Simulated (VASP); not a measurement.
# BaHgI4 (P1) in VASP: single point with PBE

Aim: the single point of BaHgI4 with PBE.

Program: VASP 6.6.1. These are calculated values, not measurements. Logs are shortened: lines on timing, memory, paths and dates and some standing lists are left out, and cuts for length are marked.

## 1. The cell of the first run

The typed cell holds 6 atoms: a = 5.012 Å, b = 7.498 Å, c = 8.795 Å, α = 87.66°, β = 81.10°, γ = 97.47°.

## 2. Single point, PBE

INCAR reads:

```
SYSTEM = BaHgI4
  ALGO = Normal
  EDIFF = 1E-7
  ENCUT = 520
  GGA = PE
  ISIF = 2
  ISMEAR = 0
  LASPH = .True.
  LCHARG = .False.
  LREAL = .False.
  LWAVE = .False.
  NBANDS = 34
  NELM = 80
  PREC = Accurate
  SIGMA = 0.1
```

KPOINTS reads:

```
k-points
0
Gamma
  4 2 2
  0 0 0
```

POSCAR reads:

```
BaHgI4
1.0
    0.3224640075     -4.9861210525     -0.3963179107
   -7.4777871587      0.5111325084     -0.1905231432
   -0.1834199982     -0.6822420556     -8.7661322669
Ba Hg I
1 1 4
Direct
    0.4880369474      0.9702334724      0.5095551182
    1.0313345951      1.0471975310      1.0521004076
    0.9032737344      0.7021187760      0.6370710502
    0.3946132476      0.2453336417      0.8300133578
    0.5968640364      0.7873596179      0.1384324171
    1.0858774392      0.2477569609      0.3328276490
```

Potentials or basis: VASP PAW PBE potentials, release 64 (Ba_sv, Hg, I).

Started as:

```sh
$ cat potpaw_PBE.64/Ba_sv/POTCAR potpaw_PBE.64/Hg/POTCAR potpaw_PBE.64/I/POTCAR > POTCAR
$ mpirun -np 1 vasp_std > vasp.out
```

OUTCAR:

```text
SYSTEM = BaHgI4
   EDIFF = 1E-7
   ENCUT = 520
   GGA = PE
   ISIF = 2
   ISMEAR = 0
   LASPH = .True.
   LREAL = .False.
   NELM = 80
   PREC = Accurate

 ion  position               nearest neighbor table
   1  0.488  0.970  0.510-   3 3.34   3 3.35   6 3.52   6 3.55   4 3.57   5 3.58
   2  0.031  0.047  0.052-   4 2.70   5 2.72   6 2.97
   3  0.903  0.702  0.637-   1 3.34   1 3.35
   4  0.395  0.245  0.830-   2 2.70   1 3.57
   5  0.597  0.787  0.138-   2 2.72   1 3.58
   6  0.086  0.248  0.333-   2 2.97   1 3.52   1 3.55

  LATTYP: Found a triclinic cell.
 ALAT       =    13.4854821818
 B/A-ratio  =     0.6273279574
 C/A-ratio  =     1.2997708340
 COS(alpha) =     0.0082174320
 COS(beta)  =     0.6793428445
 COS(gamma) =     0.7213658970

  Lattice vectors:

 A1 = (   6.6494391455,   8.7788675410,  -7.7829733023)
 A2 = (   7.1553231512,   4.4749885441,   0.5868410539)
 A3 = (  -0.6893040039,   3.6216369413, -17.1359466231)

Analysis of symmetry for initial positions (statically):
=====================================================================
 Subroutine PRICEL returns:
 Original cell was already a primitive cell.

 Routine SETGRP: Setting up the symmetry group for a
 triclinic supercell.

 Subroutine GETGRP returns: Found  1 space group operations
 (whereof  1 operations were pure point group operations)
 out of a pool of  2 trial point group operations.

The static configuration has the point symmetry C_1 .

Analysis of symmetry for dynamics (positions and initial velocities):
=====================================================================
 Subroutine PRICEL returns:
 Original cell was already a primitive cell.

 Routine SETGRP: Setting up the symmetry group for a
 triclinic supercell.

 Subroutine GETGRP returns: Found  1 space group operations
 (whereof  1 operations were pure point group operations)
 out of a pool of  2 trial point group operations.

The dynamic configuration has the point symmetry C_1 .

 Subroutine INISYM returns: Found  1 space group operations
 (whereof  1 operations are pure point group operations),
 and found     1 'primitive' translations

----------------------------------------------------------------------------------------

                                     Primitive cell

  volume of cell :     323.1265

  direct lattice vectors                    reciprocal lattice vectors
     0.322464007 -4.986121052 -0.396317911    -0.014268832 -0.202757494  0.016078571
    -7.477787159  0.511132508 -0.190523143    -0.134432205 -0.008973125  0.003511172
    -0.183419998 -0.682242056 -8.766132267     0.003566846  0.009361713 -0.114878621

  length of vectors
     5.012230449  7.497656721  8.794553544     0.203893898  0.134777086  0.115314620

  position of ions in fractional coordinates (direct lattice)
     0.488036947  0.970233472  0.509555118
     0.031334595  0.047197531  0.052100408
     0.903273734  0.702118776  0.637071050
     0.394613248  0.245333642  0.830013358
     0.596864036  0.787359618  0.138432417
     0.085877439  0.247756961  0.332827649

  ion indices of the primitive-cell ions
   primitive index   ion index
                 1           1
                 2           2
                 3           3
                 4           4
                 5           5
                 6           6

----------------------------------------------------------------------------------------

 KPOINTS: k-points

Automatic generation of k-mesh.
 Grid dimensions read from file:
 generate k-points for:    4    2    2

 Generating k-lattice:

  Cartesian coordinates                     Fractional coordinates (reciprocal lattice)
    -0.003567208 -0.050689374  0.004019643     0.250000000  0.000000000 -0.000000000
    -0.067216102 -0.004486563  0.001755586     0.000000000  0.500000000  0.000000000
     0.001783423  0.004680857 -0.057439310     0.000000000 -0.000000000  0.500000000

  Length of vectors
     0.050973474  0.067388543  0.057657310

  Shift w.r.t. Gamma in fractional coordinates (k-lattice)
     0.000000000  0.000000000  0.000000000

 Subroutine IBZKPT returns following result:
 ===========================================

 Found     12 irreducible k-points:

 Following reciprocal coordinates:
            Coordinates               Weight
  0.000000  0.000000  0.000000      1.000000
  0.250000 -0.000000  0.000000      2.000000
  0.500000 -0.000000  0.000000      1.000000
 -0.000000  0.500000  0.000000      1.000000
  0.250000  0.500000  0.000000      2.000000
  0.500000  0.500000  0.000000      1.000000
  0.000000  0.000000  0.500000      1.000000
  0.250000  0.000000  0.500000      2.000000
  0.500000  0.000000  0.500000      1.000000
 -0.000000  0.500000  0.500000      1.000000
  0.250000  0.500000  0.500000      2.000000
  0.500000  0.500000  0.500000      1.000000
   k-points           NKPTS =     12   k-points in BZ     NKDIM =     12   number of bands    NBANDS=     34
   number of dos      NEDOS =    301   number of ions     NIONS =      6
   total plane-waves  NPLWV = 156800
   dimension x,y,z NGX =    40 NGY =   56 NGZ =   70
   dimension x,y,z NGXF=    80 NGYF=  112 NGZF=  140
   ions per type =               1   1   4
   NGX,Y,Z   is equivalent  to a cutoff of  13.27, 12.42, 13.23 a.u.
   NGXF,Y,Z  is equivalent  to a cutoff of  26.53, 24.83, 26.46 a.u.
 SYSTEM =  BaHgI4
   PREC   = accura    normal or accurate (medium, high low for compatibility)
   ISTART =      0    job   : 0-new  1-cont  2-samecut
   ICHARG =      2    charge: 1-file 2-atom 10-const
   ISPIN  =      1    spin polarized calculation?
   LNONCOLLINEAR =      F non collinear calculations
   LSORBIT =      F    spin-orbit coupling
   LASPH  =      T    aspherical Exc in radial PAW
   ENCUT  =  520.0 eV  38.22 Ry    6.18 a.u.   9.32 13.94 16.35*2*pi/ulx,y,z
   NELM   =     80;   NELMIN=  2; NELMDL= -5     # of ELM steps
   EDIFF  = 0.1E-06   stopping-criterion for ELM
   LREAL  =      F    real-space projection
   EDIFFG = 0.1E-05   stopping-criterion for IOM
   NSW    =      0    number of steps for IOM
   IBRION =     -1    ionic relax: 0-MD 1-quasi-New 2-CG
   NFREE  =      0    steps in history (QN), initial steepest desc. (CG)
   ISIF   =      2    stress and relaxation
   ISYM   =      2    0-nonsym 1-usesym 2-fastsym
   POTIM  = 0.5000    time-step for ionic-motion
   TEBEG  =    0.0;   TEEND  =   0.0 temperature during run
   PSTRESS=    0.0 pullay stress
   NELECT =      50.0000    total number of electrons
   NUPDOWN=      -1.0000    fix difference up-down
   EMIN   =  10.00;   EMAX   =-10.00  energy-range for DOS
   EFERMI =   0.00;   METHOD = LEGACY
   ISMEAR =     0;   SIGMA  =   0.10  broadening in eV -4-tet -1-fermi 0-gaus
   EFERMI_NEDOS =   21; number of points for ismear=-14 and -15
   IALGO  =     38    algorithm
   IMIX   =      4    mixing-type and parameters
     AMIX     =   0.40;   BMIX     =  1.00
     AMIX_MAG =   1.60;   BMIX_MAG =  1.00
  volume/ion in A,a.u.               =      53.85       363.43
  Fermi-wavevector in a.u.,A,eV,Ry     =   0.878902  1.660885 10.510083  0.772469
  Thomas-Fermi vector in A             =   1.999053
   LORBIT       =      0    0 simple, 1 ext, 2 COOP (PROOUT), +10 PAW based schemes
   GGA     = PE    functional components
   LHFCALC =     F    Hartree Fock is set to
   AEXX    =    0.0000 exact exchange contribution
   IVDW    =     0    specifies the selected vdW correction
   LEPSILON=     F    determine dielectric tensor
   LRPA    =     F    only Hartree local field effects (RPA)
 non-spin polarized calculation
 Gauss-broadening in eV      SIGMA  =   0.10
  energy-cutoff  :      520.00
  volume of cell :      323.13
 maximum number of plane-waves:      8728
 NGX is ok and might be reduce to    40
   NGX = 19   NGY = 27   NGZ = 33

 number of electron      50.0000001 magnetization

 Free energy of the ion-electron system (eV)
  ---------------------------------------------------
  ext. energy  EPLUGINS =         0.00000000
  ---------------------------------------------------
  free energy    TOTEN  =       -14.20522198 eV

  energy without entropy =      -14.20522198  energy(sigma->0) =      -14.20522198

 E-fermi :   0.1284     XC(G=0):  -6.8947

 val. band max:       -0.3604283363   @ k =   0.5000   0.5000   0.0000
 cond. band min:       1.7147936036   @ k =   0.0000   0.0000   0.0000
 fundamental gap:      2.0752219399
 Fermi energy:         0.1284267687

 k-point     1 :       0.0000    0.0000    0.0000
  band No.  band energies     occupation
      1     -26.9223      2.00000
      2     -12.3786      2.00000
      3     -12.3194      2.00000
      4     -12.0741      2.00000
      5     -11.9374      2.00000
      6     -11.4781      2.00000
[... 26 lines left out ...]
     33       5.4699      0.00000
     34       5.6797      0.00000

 k-point     2 :       0.2500   -0.0000    0.0000
  band No.  band energies     occupation
      1     -26.9202      2.00000
      2     -12.3447      2.00000
      3     -12.2883      2.00000
      4     -12.2606      2.00000
      5     -11.8355      2.00000
      6     -11.5164      2.00000
[... 26 lines left out ...]
     33       5.6220      0.00000
     34       5.8750      0.00000

 k-point     3 :       0.5000   -0.0000    0.0000
  band No.  band energies     occupation
      1     -26.9182      2.00000
      2     -12.4481      2.00000
      3     -12.3421      2.00000
      4     -12.1344      2.00000
      5     -11.6959      2.00000
      6     -11.6081      2.00000
[... 26 lines left out ...]
     33       5.8751      0.00000
     34       6.2803      0.00000

 k-point     4 :      -0.0000    0.5000    0.0000
  band No.  band energies     occupation
      1     -26.9223      2.00000
      2     -12.3843      2.00000
      3     -12.3251      2.00000
      4     -12.0742      2.00000
      5     -11.9157      2.00000
      6     -11.4890      2.00000
[... 26 lines left out ...]
     33       5.4909      0.00000
     34       5.7467      0.00000

 k-point     5 :       0.2500    0.5000    0.0000
  band No.  band energies     occupation
      1     -26.9202      2.00000
      2     -12.3466      2.00000
      3     -12.2863      2.00000
      4     -12.2638      2.00000
      5     -11.8238      2.00000
      6     -11.5241      2.00000
[... 26 lines left out ...]
     33       5.6577      0.00000
     34       5.9904      0.00000

 k-point     6 :       0.5000    0.5000    0.0000
  band No.  band energies     occupation
      1     -26.9182      2.00000
      2     -12.4466      2.00000
      3     -12.3413      2.00000
      4     -12.1352      2.00000
      5     -11.6862      2.00000
      6     -11.6113      2.00000
[... 26 lines left out ...]
     33       5.8487      0.00000
     34       6.1554      0.00000

 k-point     7 :       0.0000    0.0000    0.5000
  band No.  band energies     occupation
      1     -26.9223      2.00000
      2     -12.4108      2.00000
      3     -12.3499      2.00000
      4     -12.0744      2.00000
      5     -11.7027      2.00000
      6     -11.6440      2.00000
[... 26 lines left out ...]
     33       5.4971      0.00000
     34       5.7225      0.00000

 k-point     8 :       0.2500    0.0000    0.5000
  band No.  band energies     occupation
      1     -26.9202      2.00000
      2     -12.3603      2.00000
      3     -12.2883      2.00000
      4     -12.2588      2.00000
      5     -11.7869      2.00000
      6     -11.5503      2.00000
[... 26 lines left out ...]
     33       5.5991      0.00000
     34       6.1265      0.00000

 k-point     9 :       0.5000    0.0000    0.5000
  band No.  band energies     occupation
      1     -26.9182      2.00000
      2     -12.4439      2.00000
      3     -12.3165      2.00000
      4     -12.1363      2.00000
      5     -11.8310      2.00000
      6     -11.4977      2.00000
[... 26 lines left out ...]
     33       5.9089      0.00000
     34       6.3957      0.00000

 k-point    10 :      -0.0000    0.5000    0.5000
  band No.  band energies     occupation
      1     -26.9223      2.00000
      2     -12.3995      2.00000
      3     -12.3661      2.00000
      4     -12.0744      2.00000
      5     -11.7019      2.00000
      6     -11.6436      2.00000
[... 26 lines left out ...]
     33       5.6204      0.00000
     34       5.7147      0.00000

 k-point    11 :       0.2500    0.5000    0.5000
  band No.  band energies     occupation
      1     -26.9202      2.00000
      2     -12.3577      2.00000
      3     -12.2850      2.00000
      4     -12.2640      2.00000
      5     -11.7925      2.00000
      6     -11.5436      2.00000
[... 26 lines left out ...]
     33       5.5233      0.00000
     34       6.1677      0.00000

 k-point    12 :       0.5000    0.5000    0.5000
  band No.  band energies     occupation
      1     -26.9182      2.00000
      2     -12.4392      2.00000
      3     -12.3141      2.00000
      4     -12.1377      2.00000
      5     -11.8434      2.00000
      6     -11.4863      2.00000
[... 26 lines left out ...]
     33       5.8772      0.00000
     34       6.1641      0.00000

------------------------ aborting loop because EDIFF is reached ----------------------------------------

  FORCE on cell =-STRESS in cart. coord.  units (eV):
  Direction    XX          YY          ZZ          XY          YZ          ZX
  --------------------------------------------------------------------------------------
  -------------------------------------------------------------------------------------
  Total        0.3387453      0.4840822      0.3823565      0.0614758      0.0345124     -0.0720309
  in kB        1.6796207      2.4002534      1.8958609      0.3048190      0.1711248     -0.3571551
  external PRESSURE =       1.9919116 kB  Pullay stress =       0.0000000 kB

 VOLUME and BASIS-vectors are now :
 -----------------------------------------------------------------------------
  energy-cutoff  :      520.00
  volume of cell :      323.13
      direct lattice vectors                 reciprocal lattice vectors
     0.322464007 -4.986121052 -0.396317911    -0.014268832 -0.202757494  0.016078571
    -7.477787159  0.511132508 -0.190523143    -0.134432205 -0.008973125  0.003511172
    -0.183419998 -0.682242056 -8.766132267     0.003566846  0.009361713 -0.114878621

 POSITION                                       TOTAL-FORCE (eV/Angst)
 -----------------------------------------------------------------------------------
     -7.19129     -2.28513     -4.84510        -0.012806      0.002018     -0.002901
     -0.35239     -0.16766     -0.47813         0.001127     -0.005740      0.000794
     -5.07587     -4.57959     -6.07640         0.051410      0.010176     -0.024675
     -1.85955     -2.40846     -7.47914        -0.032136     -0.020353      0.011385
     -5.72063     -2.66804     -1.60008         0.036128      0.024493      0.015148
     -1.88603     -0.52863     -2.99885        -0.043723     -0.010594      0.000250
 -----------------------------------------------------------------------------------
    total drift:                                0.000715      0.000157     -0.000191

  FREE ENERGIE OF THE ION-ELECTRON SYSTEM (eV)
  ---------------------------------------------------
  free  energy   TOTEN  =       -14.2052219832 eV

  energy  without entropy=      -14.2052219832  energy(sigma->0) =      -14.20522198
```

Run time: 3.2 min. Hardware: 1 thread of AMD EPYC 7R43 (Zen 3), shared host; peak memory 0.43 GiB.

Results:

* Free energy: -14.2052 eV
* Pressure: 0.2 GPa
* Largest force: 0.058 eV/Å
* Band gap on the k mesh: 2.08 eV (least direct gap 2.11 eV)

Forces in eV/Å, atoms in the order of the input:
```
Ba  -0.013  0.002 -0.003
Hg   0.001 -0.006  0.001
I    0.051  0.010 -0.025
I   -0.032 -0.020  0.011
I    0.036  0.024  0.015
I   -0.044 -0.011  0.000
```

Caveat: the k points lie up to 0.42 Å⁻¹ apart; spin-orbit coupling is left out, which moves the levels of the heavy elements.
